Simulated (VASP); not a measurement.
A run of VASP 6.6.1 is set up as follows.

File INCAR:

```
SYSTEM = NiO
PREC     = Accurate       ! precision mode
ENCUT    = 700            ! plane-wave cutoff, eV
EDIFF    = 1E-6           ! SCF threshold, eV
ISMEAR   = 0              ! smearing method
SIGMA    = 0.05           ! smearing width, eV
LREAL    = .FALSE.        ! projectors in reciprocal space
LASPH    = .TRUE.         ! aspherical terms in the spheres
NELM     = 200            ! most SCF steps
ALGO     = Normal         ! electronic algorithm
ISIF     = 2              ! what is computed and relaxed
LWAVE    = .FALSE.        ! write WAVECAR
LCHARG   = .TRUE.         ! write CHGCAR
ISPIN    = 2              ! spin polarisation
MAGMOM   = 1.91 0.21      ! initial moments
LORBIT   = 11             ! projections on sites
LMAXMIX  = 4              ! l up to which the mixer works
LDAU     = .TRUE.         ! DFT+U
LDAUTYPE = 2            
LDAUL    = 2 -1           ! shell
LDAUU    = 6.2 0          ! U, eV
LDAUJ    = 0 0          
LDAUPRINT= 1            
GGA      = PE             ! functional
LELF     = .TRUE.         ! ELF
LVHAR    = .TRUE.       
NBANDS   = 23             ! bands
GGA_COMPAT= .FALSE.
```

Contents of KPOINTS:

```
regular mesh
0
G
  10 10 10
  0 0 0
```

POSCAR

```
NiO
1.0
    1.5095250829      0.8715247130      2.4642183262
   -1.5095250829      0.8715247130      2.4642183262
    0.0000000000     -1.7430494259      2.4642183262
Ni O
1 1
Direct
    1.0000000000      0.0000000000      0.0000000000
    0.5000000000      0.5000000000      0.5000000000
```

Potentials or basis: VASP PAW PBE potentials, release 64 (Ni_sv_GW, O).

The run is started by

```bash
$ cat potpaw_PBE.64/Ni_sv_GW/POTCAR potpaw_PBE.64/O/POTCAR > POTCAR
$ mpirun -np 1 vasp_std > vasp.out
```

(1) What does it give for the band gap on the k mesh?

(2) Estimate the net moment.

(3) What does it give for the pressure?

(4) Predict the site moments.

## Answers

(1) 2.00 eV (least direct gap 3.16 eV).

(2) 2.00 μB per cell.

(3) -2.5 GPa.

(4) Ni +1.80; O +0.16 μB.

Caveat: a cell with one magnetic atom can't hold antiferromagnetic order, which such compounds often take.
